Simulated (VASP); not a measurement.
# Pt (P6_3/mmc) in VASP: a series of runs, part 2 of 2

VASP 6.6.1. Earlier steps stand in the parts before.

### Step 4. Single point, PBE

This run uses another cell than the first one, of 13.11 Å³/atom, 0.692 times its volume.

File INCAR:

```
PREC = Accurate
ENCUT = 520
EDIFF = 1E-6
ISMEAR = 0
SIGMA = 0.15
LREAL = False
LASPH = True
NELM = 60
ALGO = Normal
ISIF = 2
LWAVE = False
LCHARG = False
GGA = PE
NBANDS = 17
```

File KPOINTS:

```
regular mesh
0
Gamma
  18 18 10
```

File POSCAR:

```
Pt
1.0
    2.5654000000      0.0000000000      0.0000000000
   -1.2827000000      2.2217015709      0.0000000000
    0.0000000000      0.0000000000      4.6021000000
Pt
2
Direct
    0.6666666667      0.3333333333      0.7500000000
    0.3333333333      0.6666666667      0.2500000000
```

Potentials or basis: VASP PAW PBE potentials, release 64 (Pt).

The run is started by

```
> cat potpaw_PBE.64/Pt/POTCAR > POTCAR
> mpirun -np 1 vasp_std > vasp.out
```

OUTCAR:

```text
PREC = Accurate
   ENCUT = 520
   EDIFF = 1E-6
   ISMEAR = 0
   LREAL = False
   LASPH = True
   NELM = 60
   ISIF = 2
   GGA = PE

 ion  position               nearest neighbor table
   1  0.667  0.333  0.750-   2 2.74   2 2.74   2 2.74   2 2.74   2 2.74   2 2.74
   2  0.333  0.667  0.250-   1 2.74   1 2.74   1 2.74   1 2.74   1 2.74   1 2.74

  LATTYP: Found a hexagonal cell.
 ALAT       =     2.5654000000
 C/A-ratio  =     1.7939112809

  Lattice vectors:

 A1 = (   2.5654000000,   0.0000000000,   0.0000000000)
 A2 = (  -1.2827000000,   2.2217015709,   0.0000000000)
 A3 = (   0.0000000000,   0.0000000000,   4.6021000000)

Analysis of symmetry for initial positions (statically):
=====================================================================
 Subroutine PRICEL returns:
 Original cell was already a primitive cell.

 Routine SETGRP: Setting up the symmetry group for a
 hexagonal supercell.

 Subroutine GETGRP returns: Found 24 space group operations
 (whereof 12 operations were pure point group operations)
 out of a pool of 24 trial point group operations.

The static configuration has the point symmetry D_3d.
 The point group associated with its full space group is D_6h.

Analysis of symmetry for dynamics (positions and initial velocities):
=====================================================================
 Subroutine PRICEL returns:
 Original cell was already a primitive cell.

 Routine SETGRP: Setting up the symmetry group for a
 hexagonal supercell.

 Subroutine GETGRP returns: Found 24 space group operations
 (whereof 12 operations were pure point group operations)
 out of a pool of 24 trial point group operations.

The dynamic configuration has the point symmetry D_3d.
 The point group associated with its full space group is D_6h.

 Subroutine INISYM returns: Found 24 space group operations
 (whereof 12 operations are pure point group operations),
 and found     1 'primitive' translations

[... 111 lines left out ...]
   IALGO  =     38    algorithm
   IMIX   =      4    mixing-type and parameters
     AMIX     =   0.40;   BMIX     =  1.00
     AMIX_MAG =   1.60;   BMIX_MAG =  1.00
  volume/ion in A,a.u.               =      13.11        88.50
  Fermi-wavevector in a.u.,A,eV,Ry     =   1.495613  2.826299 30.434301  2.236858
  Thomas-Fermi vector in A             =   2.607735
   LORBIT       =      0    0 simple, 1 ext, 2 COOP (PROOUT), +10 PAW based schemes
   GGA     = PE    functional components
   LHFCALC =     F    Hartree Fock is set to
   AEXX    =    0.0000 exact exchange contribution
   IVDW    =     0    specifies the selected vdW correction
   LEPSILON=     F    determine dielectric tensor
   LRPA    =     F    only Hartree local field effects (RPA)
 non-spin polarized calculation
 Gauss-broadening in eV      SIGMA  =   0.15
  energy-cutoff  :      520.00
  volume of cell :       26.23
 maximum number of plane-waves:       718
 NGX is ok and might be reduce to    20
   NGX =  9   NGY =  9   NGZ = 17

 number of electron      20.0000001 magnetization

 Free energy of the ion-electron system (eV)
  ---------------------------------------------------
  ext. energy  EPLUGINS =         0.00000000
  ---------------------------------------------------
  free energy    TOTEN  =       -11.04483964 eV

  energy without entropy =      -11.01805447  energy(sigma->0) =      -11.03144705

 E-fermi :  14.1095     XC(G=0): -14.3312

 val. band max:       14.1091446556   @ k =   0.3889   0.0000   0.4000
 cond. band min:      14.1208881121   @ k =   0.0556   0.0000   0.2000
 fundamental gap:      0.0117434565
 Fermi energy:        14.1095370018

 k-point     1 :       0.0000    0.0000    0.0000
  band No.  band energies     occupation
      1       2.2800      2.00000
      2       4.9149      2.00000
      3       8.5229      2.00000
      4       9.4946      2.00000
      5       9.4946      2.00000
      6       9.9324      2.00000
[... 457 lines left out ...]
      4       9.3676      2.00000
      5       9.7984      2.00000
      6       9.9695      2.00000
[... 9 lines left out ...]
     16      28.0986      0.00000
     17      28.3803      0.00000

 [... further k-points ...]

------------------------ aborting loop because EDIFF is reached ----------------------------------------

  FORCE on cell =-STRESS in cart. coord.  units (eV):
  Direction    XX          YY          ZZ          XY          YZ          ZX
  --------------------------------------------------------------------------------------
  -------------------------------------------------------------------------------------
  Total       13.8440039     13.8440039      9.1332039      0.0000000     -0.0000000      0.0000000
  in kB      845.6203613    845.6203614    557.8749647      0.0000000     -0.0000000      0.0000000
  external PRESSURE =     749.7052291 kB  Pullay stress =       0.0000000 kB

 VOLUME and BASIS-vectors are now :
 -----------------------------------------------------------------------------
  energy-cutoff  :      520.00
  volume of cell :       26.23
      direct lattice vectors                 reciprocal lattice vectors
     2.565400000  0.000000000  0.000000000     0.389802760  0.225052728  0.000000000
    -1.282700000  2.221701571  0.000000000     0.000000000  0.450105457  0.000000000
     0.000000000  0.000000000  4.602100000     0.000000000  0.000000000  0.217292106

 POSITION                                       TOTAL-FORCE (eV/Angst)
 -----------------------------------------------------------------------------------
      1.28270      0.74057      3.45158        -0.000000      0.000000      0.000000
     -0.00000      1.48113      1.15053         0.000000     -0.000000      0.000000
 -----------------------------------------------------------------------------------
    total drift:                                0.000000     -0.000000     -0.000000

  FREE ENERGIE OF THE ION-ELECTRON SYSTEM (eV)
  ---------------------------------------------------
  free  energy   TOTEN  =       -11.0448396428 eV

  energy  without entropy=      -11.0180544655  energy(sigma->0) =      -11.03144705
```

OSZICAR:

```text
N       E                     dE             d eps       ncg     rms          rms(c)
DAV:   1     0.107655407975E+03    0.10766E+03   -0.10722E+04  7556   0.116E+03
DAV:   2    -0.984241441602E+01   -0.11750E+03   -0.11201E+03  8191   0.257E+02
DAV:   3    -0.117443626776E+02   -0.19019E+01   -0.18843E+01  9188   0.328E+01
DAV:   4    -0.117537195827E+02   -0.93569E-02   -0.93547E-02  9137   0.237E+00
DAV:   5    -0.117537993993E+02   -0.79817E-04   -0.79816E-04  9209   0.223E-01    0.280E+01
DAV:   6    -0.111739631773E+02    0.57984E+00   -0.63379E-01  8030   0.743E+00    0.153E+01
DAV:   7    -0.110558274086E+02    0.11814E+00   -0.27236E-01  8722   0.490E+00    0.244E+00
DAV:   8    -0.110451354131E+02    0.10692E-01   -0.37373E-02  8411   0.169E+00    0.746E-01
DAV:   9    -0.110448258951E+02    0.30952E-03   -0.38308E-04  9037   0.173E-01    0.471E-02
DAV:  10    -0.110448385027E+02   -0.12608E-04   -0.91239E-06  9347   0.213E-02    0.637E-03
DAV:  11    -0.110448398697E+02   -0.13671E-05   -0.67196E-07  5660   0.678E-03    0.607E-03
DAV:  12    -0.110448396428E+02    0.22694E-06   -0.12535E-07  4134   0.333E-03
   1 F= -.11044840E+02 E0= -.11031447E+02  d E =-.267852E-01
```

stdout:

```text
POSCAR found type information on POSCAR Pt
 POSCAR found :  1 types and       2 ions
 scaLAPACK will be used
 LDA part: xc-table for (Slater+PW92), standard interpolation
 POSCAR, INCAR and KPOINTS ok, starting setup
 FFT: planning ... GRIDC
 FFT: planning ... GRID_SOFT
 FFT: planning ... GRID
 WAVECAR not read
 entering main loop
```

Run time: 30 s. Hardware: 1 thread of Intel Xeon 6975P-C (Granite Rapids), shared host; peak memory 0.2 GiB.

What came out:

```
Free energy            : -11.0448 eV
Pressure               : 75.0 GPa
Band gap on the k mesh : zero (band 10 reaches 15.03 eV, above the bottom of band 11 at 13.15 eV)
```

Stress tensor (GPa, compression positive):
```
84.56  0.00  0.00
 0.00 84.56  0.00
 0.00  0.00 55.79
```

Caveat: spin-orbit coupling is left out, which moves the levels of the heavy elements.

### Step 5. Single point, PBE

This run uses another cell than the first one, of 13.29 Å³/atom, 0.701 times its volume.

File INCAR:

```
PREC = Accurate ; ENCUT = 520
EDIFF = 1E-7 ; ISMEAR = 0
SIGMA = 0.15 ; LREAL = F
LASPH = T ; NELM = 100
ALGO = Fast ; ISIF = 2
LWAVE = F ; LCHARG = F
GGA = PE ; NBANDS = 17
```

File KPOINTS:

```
Automatic mesh
0
Gamma
  18 18 10
```

POSCAR, as its differences from that of step 4:

```diff
@@ -4,3 +4,3 @@
    -1.2827000000      2.2217015709      0.0000000000
-    0.0000000000      0.0000000000      4.6021000000
+    0.0000000000      0.0000000000      4.6618000000
 Pt
```

The run is started by

```
> cat potpaw_PBE.64/Pt/POTCAR > POTCAR
> mpirun -np 1 vasp_std > vasp.out
```

It took 42 s on 1 thread of Intel Xeon 6975P-C (Granite Rapids), shared host; peak memory 0.2 GiB.

It converged, with:

```
Free energy            : -11.1532 eV
Pressure               : 68.6 GPa
Band gap on the k mesh : zero (band 10 reaches 14.78 eV, above the bottom of band 11 at 12.91 eV)
```

Stress tensor (GPa, compression positive):
```
79.90  0.00  0.00
 0.00 79.90  0.00
 0.00  0.00 46.09
```

Levels at points of the mesh, in eV from the Fermi level:
```csv
k point,band 7,band 8,band 9,band 10,band 11,band 12,band 13,band 14
"(0.00, 0.00, 0.00)",-4.12,-1.98,-1.98,-1.86,-0.21,-0.21,5.29,14.80
"(0.50, 0.00, 0.00)",-3.25,-0.10,0.76,0.97,2.75,4.52,8.42,9.29
"(0.00, 0.00, 0.50)",-4.47,-4.47,-0.90,-0.90,-0.90,-0.90,12.10,12.10
"(0.50, 0.00, 0.50)",-1.27,-1.27,0.87,0.87,1.70,1.70,8.19,8.19
```

Caveat: spin-orbit coupling is left out, which moves the levels of the heavy elements.

### Step 6. Single point, PBE

This run uses another cell than the first one, of 13.44 Å³/atom, 0.709 times its volume.

File INCAR:

```
  PREC = Accurate
  ENCUT = 520
  EDIFF = 1E-6
  ISMEAR = 0
  SIGMA = 0.15
  LREAL = F
  LASPH = T
  NELM = 100
  ALGO = Normal
  ISIF = 2
  LWAVE = F
  LCHARG = F
  GGA = PE
  NBANDS = 17
```

KPOINTS is that of step 5.

File POSCAR:

```
Pt
1.0
    2.6137000000      0.0000000000      0.0000000000
   -1.3068500000      2.2635305979      0.0000000000
    0.0000000000      0.0000000000      4.5423000000
Pt
2
Direct
    0.6666666667      0.3333333333      0.7500000000
    0.3333333333      0.6666666667      0.2500000000
```

Potentials or basis: VASP PAW PBE potentials, release 64 (Pt).

The run is started by

```
> cat potpaw_PBE.64/Pt/POTCAR > POTCAR
> mpirun -np 1 vasp_std > vasp.out
```

Run time: 30 s. Hardware: 1 thread of Intel Xeon 6975P-C (Granite Rapids), shared host; peak memory 0.21 GiB.

It converged, with:

```
Free energy            : -11.3788 eV
Pressure               : 59.2 GPa
Band gap on the k mesh : zero (band 10 reaches 14.31 eV, above the bottom of band 11 at 12.58 eV)
```

Stress tensor (GPa, compression positive):
```
62.38  0.00  0.00
 0.00 62.38  0.00
 0.00  0.00 52.85
```

Levels at points of the mesh, in eV from the Fermi level:
| k point | band 6 | band 7 | band 8 | band 9 | band 10 | band 11 | band 12 | band 13 | band 14 | band 15 |
| --- | --- | --- | --- | --- | --- | --- | --- | --- | --- | --- |
| (0.00, 0.00, 0.00) | -3.95 | -3.95 | -2.34 | -2.34 | -1.48 | -0.29 | -0.29 | 5.83 | 14.71 | 15.49 |
| (0.50, 0.00, 0.00) | -3.80 | -3.43 | 0.04 | 0.44 | 0.71 | 2.64 | 4.36 | 8.19 | 9.63 | 11.07 |
| (0.00, 0.00, 0.50) | -4.42 | -4.42 | -4.42 | -1.02 | -1.02 | -1.02 | -1.02 | 12.91 | 12.91 | 15.53 |
| (0.50, 0.00, 0.50) | -2.38 | -1.27 | -1.27 | 0.59 | 0.59 | 1.69 | 1.69 | 7.80 | 7.80 | 14.80 |

Caveat: spin-orbit coupling is left out, which moves the levels of the heavy elements.

### Step 7. The runs side by side

```tsv
cell	gap on the mesh (eV)	pressure (GPa)
a = 2.952, b = 2.952, c = 5.021 Å, angles 90.0, 90.0, 120.0°, 2 atoms	none	-27.0
a = 2.565, b = 2.565, c = 4.542 Å, angles 90.0, 90.0, 120.0°, 2 atoms	none	82.0
a = 2.565, b = 2.565, c = 4.602 Å, angles 90.0, 90.0, 120.0°, 2 atoms	none	75.0
a = 2.565, b = 2.565, c = 4.662 Å, angles 90.0, 90.0, 120.0°, 2 atoms	none	68.6
a = 2.614, b = 2.614, c = 4.542 Å, angles 90.0, 90.0, 120.0°, 2 atoms	none	59.2
```

Alike in all rows: task single point; level PBE; potentials or basis VASP PAW PBE potentials, release 64 (Pt); no spin polarisation; k mesh 18 × 18 × 10; cutoff (eV) 520; smearing gaussian 0.15 eV.

Caveats: spin-orbit coupling is left out, which moves the levels of the heavy elements.

Total energies depend on the potentials used, so only differences within one code and one set of settings carry meaning.
